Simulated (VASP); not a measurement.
Set up this calculation in VASP 6.6.1, as the native input.

| Quantity | Value |
| --- | --- |
| Task | single point |
| Functional | LDA |
| Potentials or basis | VASP PAW LDA potentials, release 64 (Te, Mo_sv) |
| Cutoff | 520 eV |
| k mesh | 12 × 12 × 1 |
| Occupations | gaussian, width 0.05 eV |
| Spin | no spin polarisation |
| Dipole correction | no |
| Further INCAR settings | ALGO = Normal; EDIFF = 1e-06; NBANDS = 49 |

The structure of Te2Mo lies in POSCAR:

```
Te2Mo
1.0
    3.2974466498      0.0000000000      0.0000000000
   -1.6487233249      2.8556725664      0.0000000000
    0.0000000000      0.0000000000     28.6962094435
Te Mo
6 3
Direct
    0.0000000000      0.0000000000      0.9405159683
    0.3333333333      0.6666666667      0.7128929968
    0.3333333333      0.6666666667      0.1682534351
    0.3333333333      0.6666666667      0.8317465649
    0.3333333333      0.6666666667      0.2871070032
    0.0000000000      0.0000000000      0.0594840317
    0.0000000000      0.0000000000      0.7722229666
    0.0000000000      0.0000000000      0.2277770334
    0.3333333333      0.6666666667      0.0000000000
```

This cell differs from its parent crystal: strain -0.050 along x and y, -0.050 along z.

The input as run:

INCAR

```
PREC = Accurate
ENCUT = 520
EDIFF = 1E-6
ISMEAR = 0
SIGMA = 0.05
LREAL = F
LASPH = T
NELM = 60
ALGO = Normal
ISIF = 2
LWAVE = F
LCHARG = F
NBANDS = 49
```

KPOINTS

```
Automatic mesh
0
Gamma
  12 12 1
```

Potentials or basis: VASP PAW LDA potentials, release 64 (Te, Mo_sv).

Launch:

```console
$ cat potpaw_LDA.64/Te/POTCAR potpaw_LDA.64/Mo_sv/POTCAR > POTCAR
$ mpirun -np 1 vasp_std > vasp.out
```

It gave:

The largest force is 3.047 eV/Å and the band gap on the k mesh is 0.65 eV (least direct gap 1.44 eV).

Caveat: the cell differs from its parent crystal (strain -0.050 along x and y, -0.050 along z); there is no dipole correction, which matters where the two faces differ; semilocal functionals underestimate gaps, and a narrow one can read as zero; spin-orbit coupling is left out, which moves the levels of the heavy elements.

Wall time 5.6 min on 1 thread of Intel(R) Xeon(R) Platinum 8488C (Sapphire Rapids), on a shared host, peak memory 0.43 GiB.
